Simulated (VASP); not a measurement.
PbS, 4 atoms in the cell. It takes space group Cmcm (No. 63, orthorhombic). The conventional cell has a = 4.160 Å, b = 11.983 Å, c = 4.279 Å, α = 90.00°, β = 90.00°, γ = 90.00°. Within 3.5 Å of Pb (site symmetry m2m) lie 5 S at 2.69 to 2.99 Å. S (site symmetry m2m) has 5 Pb at 2.69 to 2.99 Å within 3.5 Å. 

* Program: VASP 6.6.1
* Task: single point
* Functional: LDA
* Potentials or basis: VASP PAW LDA potentials, release 64 (Pb_d, S)
* Cutoff: 520 eV
* k mesh: 7 × 7 × 6
* Occupations: fermi-dirac, width 0.05 eV
* Spin: no spin polarisation
* Dipole correction: no
* Further INCAR settings: ALGO = Normal; EDIFF = 1e-06; NBANDS = 28

Potentials or basis: VASP PAW LDA potentials, release 64 (Pb_d, S).

The run is started by

```bash
$ cat potpaw_LDA.64/Pb_d/POTCAR potpaw_LDA.64/S/POTCAR > POTCAR
$ mpirun -np 1 vasp_std > vasp.out
```

Hardware: 1 thread of Intel(R) Xeon(R) Platinum 8488C (Sapphire Rapids) (shared host).

Estimate the wall time of this run.

Run time: 100 s on 1 thread of Intel(R) Xeon(R) Platinum 8488C (Sapphire Rapids), with other jobs on the host, peak memory 0.31 GiB. Counts: scf iterations 13, k points 64.
